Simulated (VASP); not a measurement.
# Bi3SbO3 (P4mm) in VASP: a series of runs

The runs below take Bi3SbO3 through single point, with PBE.

Everything below comes from runs of VASP 6.6.1. Logs are shortened: lines on timing, memory, paths and dates and some standing lists are left out, and cuts for length are marked.

## (1) The cell of the first run

Symmetry: P4mm, No. 99, tetragonal system. Conventional cell: a = 4.484 Å, b = 4.484 Å, c = 8.032 Å, α = 90.00°, β = 90.00°, γ = 90.00°. Sb (site symmetry 4mm) has 1 O at 2.02 Å within 2.7 Å. Bi (site symmetry 4mm) has 8 O at 2.46 to 3.23 Å and 1 Bi at 3.21 Å within 3.3 Å. Within 2.9 Å of Bi (site symmetry 4mm) lie 5 O at 2.21 to 2.31 Å. Within 4.2 Å of Bi (site symmetry 4mm) lie 1 Bi at 3.21 Å and 4 Sb at 3.22 Å and 4 O at 4.09 Å. O (site symmetry 2mm) has 4 Bi at 2.31 to 2.46 Å and 2 O at 2.78 Å within 3.1 Å. O (site symmetry 4mm) has 1 Sb at 2.02 Å and 1 Bi at 2.21 Å within 2.7 Å.

## (2) Single point, PBE

INCAR

```
ALGO = Normal
EDIFF = 1E-7
ENCUT = 520
GGA = PE
ISIF = 2
ISMEAR = 0
LASPH = T
LCHARG = T
LELF = T
LREAL = F
LVHAR = T
LWAVE = F
NBANDS = 43
NELM = 60
PREC = Accurate
SIGMA = 0.15
```

KPOINTS

```
k-points
0
Gamma
  3 3 2
```

POSCAR

```
Bi3SbO3
1.0
    4.4841274719      0.0000000000      0.0000000000
    0.0000000000      4.4841274719      0.0000000000
    0.0000000000      0.0000000000      8.0324538951
Sb Bi O
1 3 3
Direct
    0.0000000000      0.0000000000      0.3249400936
    0.5000000000      0.5000000000     -0.0038787802
    0.0000000000      0.0000000000      0.7986335577
    0.5000000000      0.5000000000      0.3953569667
    0.5000000000      0.0000000000      0.8691756628
    0.0000000000      0.5000000000      0.8691756628
    0.0000000000      0.0000000000      0.0734978367
```

Potentials or basis: VASP PAW PBE potentials, release 64 (Sb, Bi_d, O).

The run is started by

```
$ cat potpaw_PBE.64/Sb/POTCAR potpaw_PBE.64/Bi_d/POTCAR potpaw_PBE.64/O/POTCAR > POTCAR
$ mpirun -np 1 vasp_std > vasp.out
```

OUTCAR:

```text
EDIFF = 1E-7
   ENCUT = 520
   GGA = PE
   ISIF = 2
   ISMEAR = 0
   LASPH = T
   LREAL = F
   NELM = 60
   PREC = Accurate

 ion  position               nearest neighbor table
   1  0.000  0.000  0.325-   7 2.02   4 3.22   4 3.22   4 3.22   4 3.22   3 3.80
   2  0.500  0.500  0.996-   5 2.46   6 2.46   5 2.46   6 2.46   4 3.21   3 3.55   3 3.55   3 3.55
                             3 3.55
   3  0.000  0.000  0.799-   7 2.21   6 2.31   5 2.31   6 2.31   5 2.31   2 3.55   2 3.55   2 3.55
                             2 3.55   1 3.80
   4  0.500  0.500  0.395-   2 3.21   1 3.22   1 3.22   1 3.22   1 3.22
   5  0.500  0.000  0.869-   3 2.31   3 2.31   2 2.46   2 2.46
   6  0.000  0.500  0.869-   3 2.31   3 2.31   2 2.46   2 2.46
   7  0.000  0.000  0.073-   1 2.02   3 2.21

  LATTYP: Found a simple tetragonal cell.
 ALAT       =     4.4841274719
 C/A-ratio  =     1.7913081074

  Lattice vectors:

 A1 = (   4.4841274719,   0.0000000000,   0.0000000000)
 A2 = (   0.0000000000,   4.4841274719,   0.0000000000)
 A3 = (   0.0000000000,   0.0000000000,   8.0324538951)

Analysis of symmetry for initial positions (statically):
=====================================================================
 Subroutine PRICEL returns:
 Original cell was already a primitive cell.

 Routine SETGRP: Setting up the symmetry group for a
 simple tetragonal supercell.

 Subroutine GETGRP returns: Found  8 space group operations
 (whereof  8 operations were pure point group operations)
 out of a pool of 16 trial point group operations.

The static configuration has the point symmetry C_4v.

Analysis of symmetry for dynamics (positions and initial velocities):
=====================================================================
 Subroutine PRICEL returns:
 Original cell was already a primitive cell.

 Routine SETGRP: Setting up the symmetry group for a
 simple tetragonal supercell.

 Subroutine GETGRP returns: Found  8 space group operations
 (whereof  8 operations were pure point group operations)
 out of a pool of 16 trial point group operations.

The dynamic configuration has the point symmetry C_4v.

 Subroutine INISYM returns: Found  8 space group operations
 (whereof  8 operations are pure point group operations),
 and found     1 'primitive' translations

----------------------------------------------------------------------------------------

                                     Primitive cell

  volume of cell :     161.5118

  direct lattice vectors                    reciprocal lattice vectors
     4.484127472  0.000000000  0.000000000     0.223008825  0.000000000  0.000000000
     0.000000000  4.484127472  0.000000000     0.000000000  0.223008825  0.000000000
     0.000000000  0.000000000  8.032453895     0.000000000  0.000000000  0.124494957

  length of vectors
     4.484127472  4.484127472  8.032453895     0.223008825  0.223008825  0.124494957

  position of ions in fractional coordinates (direct lattice)
     0.000000000  0.000000000  0.324940094
     0.500000000  0.500000000  0.996121220
     0.000000000  0.000000000  0.798633558
     0.500000000  0.500000000  0.395356967
     0.500000000  0.000000000  0.869175663
     0.000000000  0.500000000  0.869175663
     0.000000000  0.000000000  0.073497837

  ion indices of the primitive-cell ions
   primitive index   ion index
                 1           1
                 2           2
                 3           3
                 4           4
                 5           5
                 6           6
                 7           7

----------------------------------------------------------------------------------------

 KPOINTS: k-points

Automatic generation of k-mesh.
 Grid dimensions read from file:
 generate k-points for:    3    3    2

 Generating k-lattice:

  Cartesian coordinates                     Fractional coordinates (reciprocal lattice)
     0.074336275  0.000000000  0.000000000     0.333333333  0.000000000  0.000000000
     0.000000000  0.074336275  0.000000000     0.000000000  0.333333333  0.000000000
     0.000000000  0.000000000  0.062247478     0.000000000  0.000000000  0.500000000

  Length of vectors
     0.074336275  0.074336275  0.062247478

  Shift w.r.t. Gamma in fractional coordinates (k-lattice)
     0.000000000  0.000000000  0.000000000

 Subroutine IBZKPT returns following result:
 ===========================================

 Found      6 irreducible k-points:

 Following reciprocal coordinates:
            Coordinates               Weight
  0.000000  0.000000  0.000000      1.000000
  0.333333  0.000000  0.000000      4.000000
  0.333333  0.333333  0.000000      4.000000
  0.000000  0.000000  0.500000      1.000000
  0.333333  0.000000  0.500000      4.000000
  0.333333  0.333333  0.500000      4.000000
   k-points           NKPTS =      6   k-points in BZ     NKDIM =      6   number of bands    NBANDS=     43
   number of dos      NEDOS =    301   number of ions     NIONS =      7
   total plane-waves  NPLWV =  77760
   dimension x,y,z NGX =    36 NGY =   36 NGZ =   60
   dimension x,y,z NGXF=    72 NGYF=   72 NGZF=  120
   ions per type =               1   3   3
   NGX,Y,Z   is equivalent  to a cutoff of  13.35, 13.35, 12.42 a.u.
   NGXF,Y,Z  is equivalent  to a cutoff of  26.69, 26.69, 24.84 a.u.
 SYSTEM =  unknown system
   PREC   = accura    normal or accurate (medium, high low for compatibility)
   ISTART =      0    job   : 0-new  1-cont  2-samecut
   ICHARG =      2    charge: 1-file 2-atom 10-const
   ISPIN  =      1    spin polarized calculation?
   LNONCOLLINEAR =      F non collinear calculations
   LSORBIT =      F    spin-orbit coupling
   LASPH  =      T    aspherical Exc in radial PAW
   ENCUT  =  520.0 eV  38.22 Ry    6.18 a.u.   8.34  8.34 14.94*2*pi/ulx,y,z
   NELM   =     60;   NELMIN=  2; NELMDL= -5     # of ELM steps
   EDIFF  = 0.1E-06   stopping-criterion for ELM
   LREAL  =      F    real-space projection
   EDIFFG = 0.1E-05   stopping-criterion for IOM
   NSW    =      0    number of steps for IOM
   IBRION =     -1    ionic relax: 0-MD 1-quasi-New 2-CG
   NFREE  =      0    steps in history (QN), initial steepest desc. (CG)
   ISIF   =      2    stress and relaxation
   ISYM   =      2    0-nonsym 1-usesym 2-fastsym
   POTIM  = 0.5000    time-step for ionic-motion
   TEBEG  =    0.0;   TEEND  =   0.0 temperature during run
   PSTRESS=    0.0 pullay stress
   NELECT =      68.0000    total number of electrons
   NUPDOWN=      -1.0000    fix difference up-down
   EMIN   =  10.00;   EMAX   =-10.00  energy-range for DOS
   EFERMI =   0.00;   METHOD = LEGACY
   ISMEAR =     0;   SIGMA  =   0.15  broadening in eV -4-tet -1-fermi 0-gaus
   EFERMI_NEDOS =   21; number of points for ismear=-14 and -15
   IALGO  =     38    algorithm
   IMIX   =      4    mixing-type and parameters
     AMIX     =   0.40;   BMIX     =  1.00
     AMIX_MAG =   1.60;   BMIX_MAG =  1.00
  volume/ion in A,a.u.               =      23.07       155.71
  Fermi-wavevector in a.u.,A,eV,Ry     =   1.226996  2.318686 20.483827  1.505519
  Thomas-Fermi vector in A             =   2.361976
   LORBIT       =      0    0 simple, 1 ext, 2 COOP (PROOUT), +10 PAW based schemes
   GGA     = PE    functional components
   LHFCALC =     F    Hartree Fock is set to
   AEXX    =    0.0000 exact exchange contribution
   IVDW    =     0    specifies the selected vdW correction
   LEPSILON=     F    determine dielectric tensor
   LRPA    =     F    only Hartree local field effects (RPA)
 non-spin polarized calculation
 Gauss-broadening in eV      SIGMA  =   0.15
  energy-cutoff  :      520.00
  volume of cell :      161.51
 maximum number of plane-waves:      4358
 NGX is ok and might be reduce to    36
   NGX = 17   NGY = 17   NGZ = 29

 number of electron      68.0000000 magnetization

 Free energy of the ion-electron system (eV)
  ---------------------------------------------------
  ext. energy  EPLUGINS =         0.00000000
  ---------------------------------------------------
  free energy    TOTEN  =       -35.30203630 eV

  energy without entropy =      -35.30192916  energy(sigma->0) =      -35.30198273

 E-fermi :   5.9946     XC(G=0):  -9.5680

 val. band max:        5.6209478798   @ k =   0.3333   0.0000   0.0000
 cond. band min:       6.3598571326   @ k =   0.0000   0.0000   0.0000
 fundamental gap:      0.7389092528
 Fermi energy:         5.9945641079

 k-point     1 :       0.0000    0.0000    0.0000
  band No.  band energies     occupation
      1     -17.9655      2.00000
      2     -17.8408      2.00000
      3     -17.7834      2.00000
      4     -17.7834      2.00000
      5     -17.7695      2.00000
      6     -17.7386      2.00000
[... 35 lines left out ...]
     42      10.4344      0.00000
     43      10.9943      0.00000

 k-point     2 :       0.3333    0.0000    0.0000
  band No.  band energies     occupation
      1     -17.9024      2.00000
      2     -17.8428      2.00000
      3     -17.8257      2.00000
      4     -17.7924      2.00000
      5     -17.7657      2.00000
      6     -17.7034      2.00000
[... 35 lines left out ...]
     42      10.5529      0.00000
     43      11.1585      0.00000

 k-point     3 :       0.3333    0.3333    0.0000
  band No.  band energies     occupation
      1     -17.8557      2.00000
      2     -17.8432      2.00000
      3     -17.8184      2.00000
      4     -17.7968      2.00000
      5     -17.7593      2.00000
      6     -17.6955      2.00000
[... 35 lines left out ...]
     42      11.0964      0.00000
     43      11.5891      0.00000

 k-point     4 :       0.0000    0.0000    0.5000
  band No.  band energies     occupation
      1     -17.9655      2.00000
      2     -17.8408      2.00000
      3     -17.7834      2.00000
      4     -17.7834      2.00000
      5     -17.7694      2.00000
      6     -17.7386      2.00000
[... 35 lines left out ...]
     42      10.2707      0.00000
     43      10.6980      0.00000

 k-point     5 :       0.3333    0.0000    0.5000
  band No.  band energies     occupation
      1     -17.9024      2.00000
      2     -17.8428      2.00000
      3     -17.8257      2.00000
      4     -17.7923      2.00000
      5     -17.7656      2.00000
      6     -17.7034      2.00000
[... 35 lines left out ...]
     42      10.3608      0.00000
     43      10.5335      0.00000

 k-point     6 :       0.3333    0.3333    0.5000
  band No.  band energies     occupation
      1     -17.8557      2.00000
      2     -17.8432      2.00000
      3     -17.8184      2.00000
      4     -17.7968      2.00000
      5     -17.7591      2.00000
      6     -17.6956      2.00000
[... 35 lines left out ...]
     42      10.3391      0.00000
     43      10.3808      0.00000

------------------------ aborting loop because EDIFF is reached ----------------------------------------

  FORCE on cell =-STRESS in cart. coord.  units (eV):
  Direction    XX          YY          ZZ          XY          YZ          ZX
  --------------------------------------------------------------------------------------
  -------------------------------------------------------------------------------------
  Total       -0.3798544     -0.3798544     -0.5126475      0.0000000     -0.0000000      0.0000000
  in kB       -3.7681103     -3.7681103     -5.0854020      0.0000000     -0.0000000      0.0000000
  external PRESSURE =      -4.2072076 kB  Pullay stress =       0.0000000 kB

 VOLUME and BASIS-vectors are now :
 -----------------------------------------------------------------------------
  energy-cutoff  :      520.00
  volume of cell :      161.51
      direct lattice vectors                 reciprocal lattice vectors
     4.484127472  0.000000000  0.000000000     0.223008825  0.000000000  0.000000000
     0.000000000  4.484127472  0.000000000     0.000000000  0.223008825  0.000000000
     0.000000000  0.000000000  8.032453895     0.000000000  0.000000000  0.124494957

 POSITION                                       TOTAL-FORCE (eV/Angst)
 -----------------------------------------------------------------------------------
      0.00000      0.00000      2.61007        -0.000000     -0.000000     -0.048420
      2.24206      2.24206      8.00130        -0.000000     -0.000000     -0.039865
      0.00000      0.00000      6.41499        -0.000000     -0.000000      0.036473
      2.24206      2.24206      3.17569        -0.000000      0.000000     -0.032585
      2.24206      0.00000      6.98161        -0.000000     -0.000000      0.025042
      0.00000      2.24206      6.98161        -0.000000     -0.000000      0.025042
      0.00000      0.00000      0.59037         0.000000     -0.000000      0.034315
 -----------------------------------------------------------------------------------
    total drift:                                0.000000      0.000000      0.000277

  FREE ENERGIE OF THE ION-ELECTRON SYSTEM (eV)
  ---------------------------------------------------
  free  energy   TOTEN  =       -35.3020363017 eV

  energy  without entropy=      -35.3019291581  energy(sigma->0) =      -35.30198273
```

Wall time 96 s (1 thread of Oxide Virtual Turin-like, shared host); peak memory 0.23 GiB.

Results:

```
Free energy            : -35.3020 eV
Pressure               : -0.4 GPa
Largest force          : 0.048 eV/Å
Band gap on the k mesh : 0.74 eV, indirect (least direct gap 0.75 eV)
```

Forces on the atoms (eV/Å):
```
Sb   0.000  0.000 -0.048
Bi   0.000  0.000 -0.040
Bi   0.000  0.000  0.036
Bi   0.000  0.000 -0.033
O    0.000  0.000  0.025
O    0.000  0.000  0.025
O    0.000  0.000  0.034
```

Caveat: the k points lie up to 0.47 Å⁻¹ apart; spin-orbit coupling is left out, which moves the levels of the heavy elements.

[end of part 1 of 2]
